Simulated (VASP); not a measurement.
# CdSe (R3m) in VASP: notebook, part 2 of 2

VASP 6.6.1.

### Step 3. Single point, PBEsol (shortest bond scaled by 0.64, level accurate)

Contents of INCAR:

```
ALGO = Normal
EDIFF = 1E-6
ENCUT = 520
GGA = PS
ISIF = 2
ISMEAR = -1
LASPH = True
LCHARG = False
LREAL = False
LWAVE = False
NBANDS = 16
NELM = 60
PREC = Accurate
SIGMA = 0.03
```

Contents of KPOINTS:

```
k-points
0
Gamma
  7 7 7
```

Contents of POSCAR:

```
CdSe
1.0
    0.0000000000      3.0702711986      3.0702711986
    3.0702711986      0.0000000000      3.0702711986
    3.0702711986      3.0702711986      0.0000000000
Cd Se
1 1
Direct
   -0.1350000000      0.0450000000      0.0450000000
    0.3850000000      0.2050000000      0.2050000000
```

Potentials or basis: VASP PAW PBE potentials, release 64 (Cd, Se).

Command:

```sh
cat potpaw_PBE.64/Cd/POTCAR potpaw_PBE.64/Se/POTCAR > POTCAR
mpirun -np 1 vasp_std > vasp.out
```

OUTCAR:

```text
EDIFF = 1E-6
   ENCUT = 520
   GGA = PS
   ISIF = 2
   ISMEAR = -1
   LASPH = True
   LREAL = False
   NELM = 60
   PREC = Accurate

 ion  position               nearest neighbor table
   1  0.865  0.045  0.045-   2 1.70   2 3.11   2 3.11   2 3.11
   2  0.385  0.205  0.205-   1 1.70   1 3.11   1 3.11   1 3.11

  LATTYP: Found a face centered cubic cell.
 ALAT       =     6.1405423972

  Lattice vectors:

 A1 = (   0.0000000000,   3.0702711986,   3.0702711986)
 A2 = (   3.0702711986,   0.0000000000,   3.0702711986)
 A3 = (   3.0702711986,   3.0702711986,   0.0000000000)

Analysis of symmetry for initial positions (statically):
=====================================================================
 Subroutine PRICEL returns:
 Original cell was already a primitive cell.

 Routine SETGRP: Setting up the symmetry group for a
 face centered cubic supercell.

 Subroutine GETGRP returns: Found  6 space group operations
 (whereof  6 operations were pure point group operations)
 out of a pool of 48 trial point group operations.

The static configuration has the point symmetry C_3v.

Analysis of symmetry for dynamics (positions and initial velocities):
=====================================================================
 Subroutine PRICEL returns:
 Original cell was already a primitive cell.

 Routine SETGRP: Setting up the symmetry group for a
 face centered cubic supercell.

 Subroutine GETGRP returns: Found  6 space group operations
 (whereof  6 operations were pure point group operations)
 out of a pool of 48 trial point group operations.

The dynamic configuration has the point symmetry C_3v.

 Subroutine INISYM returns: Found  6 space group operations
 (whereof  6 operations are pure point group operations),
 and found     1 'primitive' translations

----------------------------------------------------------------------------------------

                                     Primitive cell

  volume of cell :      57.8842

  direct lattice vectors                    reciprocal lattice vectors
     0.000000000  3.070271199  3.070271199    -0.162852063  0.162852063  0.162852063
     3.070271199  0.000000000  3.070271199     0.162852063 -0.162852063  0.162852063
     3.070271199  3.070271199  0.000000000     0.162852063  0.162852063 -0.162852063

  length of vectors
     4.342019169  4.342019169  4.342019169     0.282068048  0.282068048  0.282068048

  position of ions in fractional coordinates (direct lattice)
     0.865000000  0.045000000  0.045000000
     0.385000000  0.205000000  0.205000000

  ion indices of the primitive-cell ions
   primitive index   ion index
                 1           1
                 2           2

----------------------------------------------------------------------------------------

 KPOINTS: k-points

Automatic generation of k-mesh.
 Grid dimensions read from file:
 generate k-points for:    7    7    7

 Generating k-lattice:

  Cartesian coordinates                     Fractional coordinates (reciprocal lattice)
    -0.023264580  0.023264580  0.023264580     0.142857143  0.000000000  0.000000000
     0.023264580 -0.023264580  0.023264580     0.000000000  0.142857143  0.000000000
     0.023264580  0.023264580 -0.023264580     0.000000000  0.000000000  0.142857143

  Length of vectors
     0.040295435  0.040295435  0.040295435

  Shift w.r.t. Gamma in fractional coordinates (k-lattice)
     0.000000000  0.000000000  0.000000000

 Subroutine IBZKPT returns following result:
 ===========================================

 Found     44 irreducible k-points:

 Following reciprocal coordinates:
            Coordinates               Weight
  0.000000  0.000000  0.000000      1.000000
  0.142857  0.000000  0.000000      2.000000
  0.000000  0.142857  0.000000      6.000000
  0.285714  0.000000  0.000000      2.000000
  0.000000  0.285714  0.000000      6.000000
  0.428571  0.000000  0.000000      2.000000
[... 16 lines left out ...]
  0.285714  0.285714  0.000000      6.000000
  0.428571  0.285714  0.000000      6.000000
 [... further k-points ...]
   k-points           NKPTS =     44   k-points in BZ     NKDIM =     44   number of bands    NBANDS=     16
   number of dos      NEDOS =    301   number of ions     NIONS =      2
   total plane-waves  NPLWV =  32768
   dimension x,y,z NGX =    32 NGY =   32 NGZ =   32
   dimension x,y,z NGXF=    64 NGYF=   64 NGZF=   64
   ions per type =               1   1
   NGX,Y,Z   is equivalent  to a cutoff of  12.25, 12.25, 12.25 a.u.
   NGXF,Y,Z  is equivalent  to a cutoff of  24.50, 24.50, 24.50 a.u.
 SYSTEM =  unknown system
   PREC   = accura    normal or accurate (medium, high low for compatibility)
   ISTART =      0    job   : 0-new  1-cont  2-samecut
   ICHARG =      2    charge: 1-file 2-atom 10-const
   ISPIN  =      1    spin polarized calculation?
   LNONCOLLINEAR =      F non collinear calculations
   LSORBIT =      F    spin-orbit coupling
   LASPH  =      T    aspherical Exc in radial PAW
   ENCUT  =  520.0 eV  38.22 Ry    6.18 a.u.   8.07  8.07  8.07*2*pi/ulx,y,z
   NELM   =     60;   NELMIN=  2; NELMDL= -5     # of ELM steps
   EDIFF  = 0.1E-05   stopping-criterion for ELM
   LREAL  =      F    real-space projection
   EDIFFG = 0.1E-04   stopping-criterion for IOM
   NSW    =      0    number of steps for IOM
   IBRION =     -1    ionic relax: 0-MD 1-quasi-New 2-CG
   NFREE  =      0    steps in history (QN), initial steepest desc. (CG)
   ISIF   =      2    stress and relaxation
   ISYM   =      2    0-nonsym 1-usesym 2-fastsym
   POTIM  = 0.5000    time-step for ionic-motion
   TEBEG  =    0.0;   TEEND  =   0.0 temperature during run
   PSTRESS=    0.0 pullay stress
   NELECT =      18.0000    total number of electrons
   NUPDOWN=      -1.0000    fix difference up-down
   EMIN   =  10.00;   EMAX   =-10.00  energy-range for DOS
   EFERMI =   0.00;   METHOD = LEGACY
   ISMEAR =    -1;   SIGMA  =   0.03  broadening in eV -4-tet -1-fermi 0-gaus
   EFERMI_NEDOS =   21; number of points for ismear=-14 and -15
   IALGO  =     38    algorithm
   IMIX   =      4    mixing-type and parameters
     AMIX     =   0.40;   BMIX     =  1.00
     AMIX_MAG =   1.60;   BMIX_MAG =  1.00
  volume/ion in A,a.u.               =      28.94       195.31
  Fermi-wavevector in a.u.,A,eV,Ry     =   1.109121  2.095935 16.737199  1.230149
  Thomas-Fermi vector in A             =   2.245657
   LORBIT       =      0    0 simple, 1 ext, 2 COOP (PROOUT), +10 PAW based schemes
   GGA     = PS    functional components
   LHFCALC =     F    Hartree Fock is set to
   AEXX    =    0.0000 exact exchange contribution
   IVDW    =     0    specifies the selected vdW correction
   LEPSILON=     F    determine dielectric tensor
   LRPA    =     F    only Hartree local field effects (RPA)
 non-spin polarized calculation
  energy-cutoff  :      520.00
  volume of cell :       57.88
 maximum number of plane-waves:      1580
   NGX = 17   NGY = 17   NGZ = 17

 number of electron      18.0000003 magnetization

 Free energy of the ion-electron system (eV)
  ---------------------------------------------------
  ext. energy  EPLUGINS =         0.00000000
  ---------------------------------------------------
  free energy    TOTEN  =         3.80238693 eV

  energy without entropy =        3.80238717  energy(sigma->0) =        3.80238705

 E-fermi :   1.2496     XC(G=0):  -8.8802

 val. band max:        0.8744071081   @ k =   0.0000   0.0000   0.0000
 cond. band min:       1.5431844174   @ k =   0.0000   0.0000   0.0000
 fundamental gap:      0.6687773092
 Fermi energy:         1.2496116235

 k-point     1 :       0.0000    0.0000    0.0000
  band No.  band energies     occupation
      1     -14.5594      2.00000
      2      -9.9051      2.00000
      3      -9.9051      2.00000
      4      -8.8273      2.00000
      5      -8.2754      2.00000
      6      -8.2754      2.00000
[... 8 lines left out ...]
     15      10.8749      0.00000
     16      10.8749      0.00000
[... 419 lines left out ...]
 k-point    24 :       0.4286    0.2857    0.0000
  band No.  band energies     occupation
      1     -14.3159      2.00000
      2      -9.9071      2.00000
      3      -9.7363      2.00000
      4      -8.4454      2.00000
      5      -8.2374      2.00000
      6      -8.1762      2.00000
[... 8 lines left out ...]
     15      12.6048      0.00000
     16      14.3632      0.00000

 [... further k-points ...]

------------------------ aborting loop because EDIFF is reached ----------------------------------------

  FORCE on cell =-STRESS in cart. coord.  units (eV):
  Direction    XX          YY          ZZ          XY          YZ          ZX
  --------------------------------------------------------------------------------------
  -------------------------------------------------------------------------------------
  Total       21.3338749     21.3338749     21.3338749    -22.5381995     22.5381995    -22.5381995
  in kB      590.5002886    590.5002886    590.5002886   -623.8347880    623.8347880   -623.8347880
  external PRESSURE =     590.5002886 kB  Pullay stress =       0.0000000 kB

 VOLUME and BASIS-vectors are now :
 -----------------------------------------------------------------------------
  energy-cutoff  :      520.00
  volume of cell :       57.88
      direct lattice vectors                 reciprocal lattice vectors
     0.000000000  3.070271199  3.070271199    -0.162852063  0.162852063  0.162852063
     3.070271199  0.000000000  3.070271199     0.162852063 -0.162852063  0.162852063
     3.070271199  3.070271199  0.000000000     0.162852063  0.162852063 -0.162852063

 POSITION                                       TOTAL-FORCE (eV/Angst)
 -----------------------------------------------------------------------------------
      0.27632      2.79395      2.79395       -23.494642     23.494642     23.494642
      1.25881      1.81146      1.81146        23.494642    -23.494642    -23.494642
 -----------------------------------------------------------------------------------
    total drift:                                0.000819     -0.000821     -0.000821

  FREE ENERGIE OF THE ION-ELECTRON SYSTEM (eV)
  ---------------------------------------------------
  free  energy   TOTEN  =         3.8023869304 eV

  energy  without entropy=        3.8023871722  energy(sigma->0) =        3.80238705
```

stdout:

```text
POSCAR found type information on POSCAR CdSe
 POSCAR found :  2 types and       2 ions
 scaLAPACK will be used
 -----------------------------------------------------------------------------
|                                                                             |
|                                                                             |
|     You enforced a specific xc type in the INCAR file but a different       |
|     I HOPE YOU KNOW WHAT YOU ARE DOING!                                     |
|                                                                             |
 -----------------------------------------------------------------------------

 LDA part: xc-table for (Slater+PW92), standard interpolation
 POSCAR, INCAR and KPOINTS ok, starting setup
 FFT: planning ... GRIDC
 FFT: planning ... GRID_SOFT
 FFT: planning ... GRID
 WAVECAR not read
 entering main loop
```

It took 14 s on 1 thread of Intel Xeon 6975P-C (Granite Rapids), shared host; peak memory 0.19 GiB.

What came out:

* Free energy: 3.8024 eV
* Pressure: 59.1 GPa
* Largest force: 40.694 eV/Å
* Band gap on the k mesh: 0.67 eV, direct

Forces in eV/Å, atoms in the order of the input:
```
Cd  -23.495  23.495  23.495
Se   23.495 -23.495 -23.495
```

Stress tensor (GPa, compression positive):
```
 59.05 -62.38 -62.38
-62.38  59.05  62.38
-62.38  62.38  59.05
```

Caveat: the cell differs from its parent crystal (shortest bond scaled by 0.64, level accurate); the PAW data sets were made with another functional, which shifts forces and pressure a little.
